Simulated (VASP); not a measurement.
Al2Cu (pbe): relaxation of cell and atoms with PBE

The system is Al2Cu (pbe).

```
Al Cu
1.0
    -3.02604    3.02604    2.44167
     3.02604   -3.02604    2.44167
     3.02604    3.02604   -2.44167
Al Cu
4 2
Direct
  0.34128 0.15872 0.50000
  0.15872 0.65872 0.81744
  0.84128 0.34128 0.18256
  0.65872 0.84128 0.50000
  0.75000 0.75000 0.00000
  0.25000 0.25000 0.00000
```

```json
{
 "Program": "VASP 6.6.1",
 "Task": "relaxation of cell and atoms",
 "Functional": "PBE",
 "Potentials or basis": "VASP PAW PBE potentials, release 64 (Al, Cu)",
 "Cutoff": "600 eV",
 "k mesh": "10 × 10 × 10",
 "Occupations": "fermi-dirac, width 0.15 eV",
 "Spin": "no spin polarisation",
 "Dipole correction": "no",
 "Further INCAR settings": "ALGO = Fast; EDIFF = 1e-07; IBRION = 2; EDIFFG = -0.001; NSW = 80; ISIF = 3"
}
```

```yaml
Relaxed_volume: 14.95 Å³/atom
Relaxed_cell: a = 4.932 Å, b = 4.932 Å, c = 4.932 Å, α = 104.20°, β = 104.20°, γ = 120.62°
Space_group_after_relaxing_to_0.05_Å: I4/mcm (No. 140)
Energy_gained_by_relaxing: 0.0 meV/atom
Ionic_steps: 8
Pressure_after_relaxing: 0.0 GPa
Band_gap_on_the_k_mesh: zero (band 17 reaches 10.47 eV, above the bottom of band 18 at 6.16 eV)
```

Step by step:
```tsv
step	energy change (eV)	largest force (eV/Å)	pressure (GPa)	volume (Å³)
1	0.0000	0.0115	0.33	89.43
2	-0.0002	0.0055	-0.13	89.83
3	-0.0003	0.0074	-0.01	89.71
4	-0.0003	0.0074	0.01	89.70
5	-0.0003	0.0054	0.00	89.70
6	-0.0003	0.0002	0.03	89.70
7	-0.0003	0.0008	-0.03	89.74
8	-0.0003	0.0004	0.01	89.72
```

Final structure:
```
Al Cu
1.0
    -3.02984    3.02984    2.44327
     3.02984   -3.02984    2.44327
     3.02984    3.02984   -2.44327
Al Cu
4 2
Direct
  0.34146 0.15854 0.50000
  0.15854 0.65854 0.81707
  0.84146 0.34146 0.18293
  0.65854 0.84146 0.50000
  0.75000 0.75000 0.00000
  0.25000 0.25000 0.00000
```

Levels at points of the mesh, in eV from the Fermi level:
```tsv
k point	band 14	band 15	band 16	band 17	band 18	band 19	band 20	band 21
(0.00, 0.00, 0.00)	-1.96	-1.34	-1.19	-1.19	-0.84	-0.40	0.06	1.39
(0.50, 0.00, 0.00)	-3.07	-2.59	-2.59	0.22	0.22	4.02	4.02	4.29
(0.50, 0.50, 0.00)	-2.79	-1.42	-1.28	-1.01	-0.69	0.77	1.24	4.62
(0.50, 0.50, 0.50)	-3.22	-3.22	-1.84	2.53	2.95	2.95	3.31	3.97
```

Wall time 23 min on 1 thread of Oxide Virtual Turin-like Processor (shared host), peak memory 0.37 GiB.
